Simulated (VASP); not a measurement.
# GaSb5 in VASP: further runs

The runs below take GaSb5 through single point, relaxation of cell and atoms, with PBE.

Everything below comes from runs of VASP 6.6.1. Logs are shortened: lines on timing, memory, paths and dates and some standing lists are left out, and cuts for length are marked.

### Step 1. The cell of the first run

The typed cell holds 6 atoms: a = 5.941 Å, b = 5.941 Å, c = 6.070 Å, α = 90.00°, β = 90.00°, γ = 120.00°.

### Step 2. Single point, PBE

The input, INCAR:

```
PREC = Accurate
ENCUT = 520
EDIFF = 1E-7
ISMEAR = 0
SIGMA = 0.1
LREAL = F
LASPH = T
NELM = 100
ALGO = Normal
ISIF = 2
LWAVE = F
LCHARG = F
GGA = PE
NBANDS = 28
```

The input, KPOINTS:

```
regular mesh
0
Gamma
  3 3 4
```

The input, POSCAR:

```
GaSb5
1.0
    5.9407991382     -0.0000000028      0.0000000000
   -2.9703995667      5.1448829738      0.0000000000
    0.0000000000      0.0000000000      6.0702959549
Ga Sb
1 5
Direct
    0.0000000000      0.0000000000     -0.1116564799
    0.5000000000      0.0000000000      0.3883230549
    0.0000000000      0.5000000000      0.3883230549
    0.5000000000      0.5000000000      0.3883230549
    0.3333333333      0.6666666667      0.8883173426
    0.6666666667      0.3333333333      0.8883173426
```

Potentials or basis: VASP PAW PBE potentials, release 64 (Ga_d, Sb).

Started as:

```sh
> cat potpaw_PBE.64/Ga_d/POTCAR potpaw_PBE.64/Sb/POTCAR > POTCAR
> mpirun -np 1 vasp_std > vasp.out
```

OUTCAR:

```text
PREC = Accurate
   ENCUT = 520
   EDIFF = 1E-7
   ISMEAR = 0
   LREAL = F
   LASPH = T
   NELM = 100
   ISIF = 2
   GGA = PE

 ion  position               nearest neighbor table
   1  0.000  0.000  0.888-
   2  0.500  0.000  0.388-   3 2.97   3 2.97   4 2.97   4 2.97   5 3.49   6 3.49   5 3.49   6 3.49

   3  0.000  0.500  0.388-   2 2.97   2 2.97   4 2.97   4 2.97   5 3.49   6 3.49   5 3.49   6 3.49

   4  0.500  0.500  0.388-   2 2.97   2 2.97   3 2.97   3 2.97   5 3.49   6 3.49   5 3.49   6 3.49

   5  0.333  0.667  0.888-   6 3.43   6 3.43   6 3.43   2 3.49   3 3.49   4 3.49   2 3.49   3 3.49
                             4 3.49
   6  0.667  0.333  0.888-   5 3.43   5 3.43   5 3.43   2 3.49   3 3.49   4 3.49   2 3.49   3 3.49
                             4 3.49

  LATTYP: Found a hexagonal cell.
 ALAT       =     5.9407991382
 C/A-ratio  =     1.0217978783

  Lattice vectors:

 A1 = (   5.9407991382,  -0.0000000028,   0.0000000000)
 A2 = (  -2.9703995667,   5.1448829738,   0.0000000000)
 A3 = (   0.0000000000,   0.0000000000,   6.0702959549)

Analysis of symmetry for initial positions (statically):
=====================================================================
 Subroutine PRICEL returns:
 Original cell was already a primitive cell.

 Routine SETGRP: Setting up the symmetry group for a
 hexagonal supercell.

 Subroutine GETGRP returns: Found 12 space group operations
 (whereof 12 operations were pure point group operations)
 out of a pool of 24 trial point group operations.

The static configuration has the point symmetry C_6v.

Analysis of symmetry for dynamics (positions and initial velocities):
=====================================================================
 Subroutine PRICEL returns:
 Original cell was already a primitive cell.

 Routine SETGRP: Setting up the symmetry group for a
 hexagonal supercell.

 Subroutine GETGRP returns: Found 12 space group operations
 (whereof 12 operations were pure point group operations)
 out of a pool of 24 trial point group operations.

The dynamic configuration has the point symmetry C_6v.

 Subroutine INISYM returns: Found 12 space group operations
 (whereof 12 operations are pure point group operations),
 and found     1 'primitive' translations

----------------------------------------------------------------------------------------

                                     Primitive cell

  volume of cell :     185.5369

  direct lattice vectors                    reciprocal lattice vectors
     5.940799138 -0.000000003  0.000000000     0.168327522  0.097183940  0.000000000
    -2.970399567  5.144882974  0.000000000     0.000000000  0.194367881  0.000000000
     0.000000000  0.000000000  6.070295955     0.000000000  0.000000000  0.164736614

  length of vectors
     5.940799138  5.940799138  6.070295955     0.194367881  0.194367881  0.164736614

  position of ions in fractional coordinates (direct lattice)
     0.000000000  0.000000000  0.888343520
     0.500000000  0.000000000  0.388323055
     1.000000000  0.500000000  0.388323055
     0.500000000  0.500000000  0.388323055
     0.333333333  0.666666667  0.888317343
     0.666666667  0.333333333  0.888317343

  ion indices of the primitive-cell ions
   primitive index   ion index
                 1           1
                 2           2
                 3           3
                 4           4
                 5           5
                 6           6

----------------------------------------------------------------------------------------

 KPOINTS: regular mesh

Automatic generation of k-mesh.
 Grid dimensions read from file:
 generate k-points for:    3    3    4

 Generating k-lattice:

  Cartesian coordinates                     Fractional coordinates (reciprocal lattice)
     0.056109174  0.032394647  0.000000000     0.333333333  0.000000000  0.000000000
     0.000000000  0.064789294  0.000000000     0.000000000  0.333333333  0.000000000
     0.000000000  0.000000000  0.041184153     0.000000000  0.000000000  0.250000000

  Length of vectors
     0.064789294  0.064789294  0.041184153

  Shift w.r.t. Gamma in fractional coordinates (k-lattice)
     0.000000000  0.000000000  0.000000000

 Subroutine IBZKPT returns following result:
 ===========================================

 Found      9 irreducible k-points:

 Following reciprocal coordinates:
            Coordinates               Weight
  0.000000  0.000000  0.000000      1.000000
  0.333333  0.000000  0.000000      6.000000
  0.333333  0.333333  0.000000      2.000000
  0.000000  0.000000  0.250000      2.000000
  0.333333  0.000000  0.250000     12.000000
  0.333333  0.333333  0.250000      4.000000
  0.000000  0.000000  0.500000      1.000000
  0.333333  0.000000  0.500000      6.000000
  0.333333  0.333333  0.500000      2.000000
   k-points           NKPTS =      9   k-points in BZ     NKDIM =      9   number of bands    NBANDS=     28
   number of dos      NEDOS =    301   number of ions     NIONS =      6
   total plane-waves  NPLWV = 110592
   dimension x,y,z NGX =    48 NGY =   48 NGZ =   48
   dimension x,y,z NGXF=    96 NGYF=   96 NGZF=   96
   ions per type =               1   5
   NGX,Y,Z   is equivalent  to a cutoff of  13.43, 13.43, 13.15 a.u.
   NGXF,Y,Z  is equivalent  to a cutoff of  26.86, 26.86, 26.29 a.u.
 SYSTEM =  unknown system
   PREC   = accura    normal or accurate (medium, high low for compatibility)
   ISTART =      0    job   : 0-new  1-cont  2-samecut
   ICHARG =      2    charge: 1-file 2-atom 10-const
   ISPIN  =      1    spin polarized calculation?
   LNONCOLLINEAR =      F non collinear calculations
   LSORBIT =      F    spin-orbit coupling
   LASPH  =      T    aspherical Exc in radial PAW
   ENCUT  =  520.0 eV  38.22 Ry    6.18 a.u.  11.05 11.05 11.29*2*pi/ulx,y,z
   NELM   =    100;   NELMIN=  2; NELMDL= -5     # of ELM steps
   EDIFF  = 0.1E-06   stopping-criterion for ELM
   LREAL  =      F    real-space projection
   EDIFFG = 0.1E-05   stopping-criterion for IOM
   NSW    =      0    number of steps for IOM
   IBRION =     -1    ionic relax: 0-MD 1-quasi-New 2-CG
   NFREE  =      0    steps in history (QN), initial steepest desc. (CG)
   ISIF   =      2    stress and relaxation
   ISYM   =      2    0-nonsym 1-usesym 2-fastsym
   POTIM  = 0.5000    time-step for ionic-motion
   TEBEG  =    0.0;   TEEND  =   0.0 temperature during run
   PSTRESS=    0.0 pullay stress
   NELECT =      38.0000    total number of electrons
   NUPDOWN=      -1.0000    fix difference up-down
   EMIN   =  10.00;   EMAX   =-10.00  energy-range for DOS
   EFERMI =   0.00;   METHOD = LEGACY
   ISMEAR =     0;   SIGMA  =   0.10  broadening in eV -4-tet -1-fermi 0-gaus
   EFERMI_NEDOS =   21; number of points for ismear=-14 and -15
   IALGO  =     38    algorithm
   IMIX   =      4    mixing-type and parameters
     AMIX     =   0.40;   BMIX     =  1.00
     AMIX_MAG =   1.60;   BMIX_MAG =  1.00
  volume/ion in A,a.u.               =      30.92       208.68
  Fermi-wavevector in a.u.,A,eV,Ry     =   0.964997  1.823580 12.670006  0.931219
  Thomas-Fermi vector in A             =   2.094676
   LORBIT       =      0    0 simple, 1 ext, 2 COOP (PROOUT), +10 PAW based schemes
   GGA     = PE    functional components
   LHFCALC =     F    Hartree Fock is set to
   AEXX    =    0.0000 exact exchange contribution
   IVDW    =     0    specifies the selected vdW correction
   LEPSILON=     F    determine dielectric tensor
   LRPA    =     F    only Hartree local field effects (RPA)
 non-spin polarized calculation
 Gauss-broadening in eV      SIGMA  =   0.10
  energy-cutoff  :      520.00
  volume of cell :      185.54
 maximum number of plane-waves:      5034
 NGX is ok and might be reduce to    48
   NGX = 23   NGY = 23   NGZ = 23

 number of electron      38.0000008 magnetization

 Free energy of the ion-electron system (eV)
  ---------------------------------------------------
  ext. energy  EPLUGINS =         0.00000000
  ---------------------------------------------------
  free energy    TOTEN  =       -21.89895126 eV

  energy without entropy =      -21.88046946  energy(sigma->0) =      -21.88971036

 E-fermi :   6.3176     XC(G=0):  -9.3261

 val. band max:        6.3065068190   @ k =   0.3333   0.0000   0.5000
 cond. band min:       6.4531734697   @ k =   0.3333   0.0000   0.2500
 fundamental gap:      0.1466666507
 Fermi energy:         6.3176007538

 k-point     1 :       0.0000    0.0000    0.0000
  band No.  band energies     occupation
      1      -8.9324      2.00000
      2      -8.9069      2.00000
      3      -8.9069      2.00000
      4      -8.8519      2.00000
      5      -8.8519      2.00000
      6      -6.3308      2.00000
[... 20 lines left out ...]
     27      10.3527      0.00000
     28      10.8868      0.00000

 k-point     2 :       0.3333    0.0000    0.0000
  band No.  band energies     occupation
      1      -8.9312      2.00000
      2      -8.9071      2.00000
      3      -8.9069      2.00000
      4      -8.8527      2.00000
      5      -8.8510      2.00000
      6      -5.8349      2.00000
[... 20 lines left out ...]
     27       9.6727      0.00000
     28      10.3217      0.00000

 k-point     3 :       0.3333    0.3333    0.0000
  band No.  band energies     occupation
      1      -8.9307      2.00000
      2      -8.9071      2.00000
      3      -8.9071      2.00000
      4      -8.8519      2.00000
      5      -8.8519      2.00000
      6      -5.0252      2.00000
[... 20 lines left out ...]
     27       9.8128      0.00000
     28      10.0103      0.00000

 k-point     4 :       0.0000    0.0000    0.2500
  band No.  band energies     occupation
      1      -8.9324      2.00000
      2      -8.9069      2.00000
      3      -8.9069      2.00000
      4      -8.8518      2.00000
      5      -8.8518      2.00000
      6      -6.1692      2.00000
[... 113 lines left out ...]
     27      11.5090      0.00000
     28      11.5094      0.00000

 k-point     8 :       0.3333    0.0000    0.5000
  band No.  band energies     occupation
      1      -8.9311      2.00000
      2      -8.9074      2.00000
      3      -8.9070      2.00000
      4      -8.8526      2.00000
      5      -8.8510      2.00000
      6      -5.4403      2.00000
[... 20 lines left out ...]
     27       8.7915      0.00000
     28       9.9698      0.00000

 k-point     9 :       0.3333    0.3333    0.5000
  band No.  band energies     occupation
      1      -8.9305      2.00000
      2      -8.9073      2.00000
      3      -8.9073      2.00000
      4      -8.8518      2.00000
      5      -8.8518      2.00000
      6      -4.6138      2.00000
[... 20 lines left out ...]
     27       8.5503      0.00000
     28       9.9515      0.00000

------------------------ aborting loop because EDIFF is reached ----------------------------------------

  FORCE on cell =-STRESS in cart. coord.  units (eV):
  Direction    XX          YY          ZZ          XY          YZ          ZX
  --------------------------------------------------------------------------------------
  -------------------------------------------------------------------------------------
  Total       -0.0914481     -0.0914481     -0.0191911      0.0000000      0.0000000      0.0000000
  in kB       -0.7896868     -0.7896868     -0.1657224      0.0000000      0.0000000      0.0000000
  external PRESSURE =      -0.5816987 kB  Pullay stress =       0.0000000 kB

 VOLUME and BASIS-vectors are now :
 -----------------------------------------------------------------------------
  energy-cutoff  :      520.00
  volume of cell :      185.54
      direct lattice vectors                 reciprocal lattice vectors
     5.940799138 -0.000000003  0.000000000     0.168327522  0.097183940  0.000000000
    -2.970399567  5.144882974  0.000000000     0.000000000  0.194367881  0.000000000
     0.000000000  0.000000000  6.070295955     0.000000000  0.000000000  0.164736614

 POSITION                                       TOTAL-FORCE (eV/Angst)
 -----------------------------------------------------------------------------------
      0.00000      0.00000      5.39251         0.000000     -0.000000     -0.001049
      2.97040     -0.00000      2.35724        -0.000000     -0.000000      0.000141
     -1.48520      2.57244      2.35724        -0.000000     -0.000000      0.000141
      1.48520      2.57244      2.35724        -0.000000     -0.000000      0.000141
      0.00000      3.42992      5.39235        -0.000000     -0.000000      0.000313
      2.97040      1.71496      5.39235        -0.000000      0.000000      0.000313
 -----------------------------------------------------------------------------------
    total drift:                               -0.000000     -0.000000     -0.001239

  FREE ENERGIE OF THE ION-ELECTRON SYSTEM (eV)
  ---------------------------------------------------
  free  energy   TOTEN  =       -21.8989512588 eV

  energy  without entropy=      -21.8804694559  energy(sigma->0) =      -21.88971036
```

It took 40 s on 1 thread of AMD EPYC 7R13 (Zen 3), shared host; peak memory 0.3 GiB.

Results:

| Property | Result |
| --- | --- |
| Free energy | -21.8990 eV |
| Pressure | -0.1 GPa |
| Band gap on the k mesh | zero (band 19 reaches 6.45 eV, above the bottom of band 20 at 4.79 eV) |

Caveat: the k points lie up to 0.41 Å⁻¹ apart; spin-orbit coupling is left out, which moves the levels of the heavy elements.

### Step 3. Single point, PBE

This run uses another cell than the first one, of 30.83 Å³/atom, 0.997 times its volume.

The input, INCAR:

```
SYSTEM = GaSb5
PREC     = Accurate       ! precision mode
ENCUT    = 520            ! plane-wave cutoff, eV
EDIFF    = 1E-6           ! SCF threshold, eV
ISMEAR   = 0              ! smearing method
SIGMA    = 0.1            ! smearing width, eV
LREAL    = .FALSE.        ! projectors in reciprocal space
LASPH    = .TRUE.         ! aspherical terms in the spheres
NELM     = 60             ! most SCF steps
ALGO     = Normal         ! electronic algorithm
ISIF     = 2              ! what is computed and relaxed
LWAVE    = .FALSE.        ! write WAVECAR
LCHARG   = .TRUE.         ! write CHGCAR
GGA      = PE             ! functional
LELF     = .TRUE.         ! ELF
LVHAR    = .TRUE.       
NBANDS   = 28             ! bands
```

The input, KPOINTS:

```
Automatic mesh
0
G
  6 6 6
  0 0 0
```

The input, POSCAR:

```
GaSb5
1.0
    6.1591887565      0.0000000000      0.0000000000
   -3.0795943782      5.3340139298      0.0000000000
    0.0000000000      0.0000000000      5.6312310994
Ga Sb
1 5
Direct
    0.0000000000      0.0000000000      0.5000000000
    0.5000000000      0.0000000000      0.0000000000
    0.0000000000      0.5000000000      0.0000000000
    0.5000000000      0.5000000000      0.0000000000
    0.3333333333      0.6666666667      0.5000000000
    0.6666666667      0.3333333333      0.5000000000
```

Potentials or basis: VASP PAW PBE potentials, release 64 (Ga_d, Sb).

Started as:

```sh
> cat potpaw_PBE.64/Ga_d/POTCAR potpaw_PBE.64/Sb/POTCAR > POTCAR
> mpirun -np 1 vasp_std > vasp.out
```

It took 90 s on 1 thread of AMD EPYC 7R13 (Zen 3), shared host; peak memory 0.34 GiB.

Results (log left out):

* Free energy: -21.5173 eV
* Pressure: -0.1 GPa
* Band gap on the k mesh: zero (band 19 reaches 6.58 eV, above the bottom of band 20 at 5.58 eV)

Levels at points of the mesh, in eV from the Fermi level:
```csv
k point,band 16,band 17,band 18,band 19,band 20,band 21,band 22,band 23
"(0.00, 0.00, 0.00)",-1.79,-1.79,-1.33,-0.54,-0.54,-0.13,-0.13,1.98
"(0.50, 0.00, 0.00)",-1.54,-1.02,-0.96,-0.71,-0.47,0.59,0.74,1.49
"(0.00, 0.00, 0.50)",-3.08,-1.50,-1.50,-0.83,-0.41,0.58,1.80,2.90
"(0.50, 0.00, 0.50)",-1.08,-0.98,-0.34,-0.30,0.66,0.68,0.86,1.18
```

Caveat: spin-orbit coupling is left out, which moves the levels of the heavy elements.

### Step 4. Single point, PBE

This run uses another cell than the first one, of 30.78 Å³/atom, 0.995 times its volume.

The input, INCAR:

```
SYSTEM = GaSb5
PREC     = Accurate       ! precision mode
ENCUT    = 520            ! plane-wave cutoff, eV
EDIFF    = 1E-7           ! SCF threshold, eV
ISMEAR   = 0              ! smearing method
SIGMA    = 0.1            ! smearing width, eV
LREAL    = .False.        ! projectors in reciprocal space
LASPH    = .True.         ! aspherical terms in the spheres
NELM     = 100            ! most SCF steps
ALGO     = Normal         ! electronic algorithm
ISIF     = 2              ! what is computed and relaxed
LWAVE    = .False.        ! write WAVECAR
LCHARG   = .False.        ! write CHGCAR
GGA      = PE             ! functional
NBANDS   = 28             ! bands
```

The input, KPOINTS:

```
regular mesh
0
Gamma
  6 6 8
  0 0 0
```

Changes to POSCAR since step 3:

```diff
@@ -2,5 +2,5 @@
 1.0
-    6.1591887565      0.0000000000      0.0000000000
-   -3.0795943782      5.3340139298      0.0000000000
-    0.0000000000      0.0000000000      5.6312310994
+    6.1749497455      0.0000000000      0.0000000000
+   -3.0874748727      5.3476633467      0.0000000000
+    0.0000000000      0.0000000000      5.5920533626
 Ga Sb
```

Started as:

```sh
> cat potpaw_PBE.64/Ga_d/POTCAR potpaw_PBE.64/Sb/POTCAR > POTCAR
> mpirun -np 1 vasp_std > vasp.out
```

Run time: 1.9 min. Hardware: 1 thread of AMD EPYC 7R13 (Zen 3), shared host; peak memory 0.36 GiB.

Results (log left out):

- Free energy: -21.5313 eV
- Pressure: 0.0 GPa
- Band gap on the k mesh: zero (band 19 reaches 6.64 eV, above the bottom of band 20 at 5.60 eV)

Levels at points of the mesh, in eV from the Fermi level:
| k point | band 17 | band 18 | band 19 | band 20 | band 21 | band 22 |
| --- | --- | --- | --- | --- | --- | --- |
| (0.00, 0.00, 0.00) | -1.69 | -1.30 | -0.48 | -0.48 | -0.02 | -0.02 |
| (0.50, 0.00, 0.00) | -0.97 | -0.95 | -0.65 | -0.44 | 0.64 | 0.81 |
| (0.00, 0.00, 0.50) | -1.45 | -1.45 | -0.66 | -0.26 | 0.61 | 1.93 |
| (0.50, 0.00, 0.50) | -0.96 | -0.31 | -0.26 | 0.79 | 0.82 | 0.88 |

Caveat: spin-orbit coupling is left out, which moves the levels of the heavy elements.

(Part 1 of 2 ends here.)
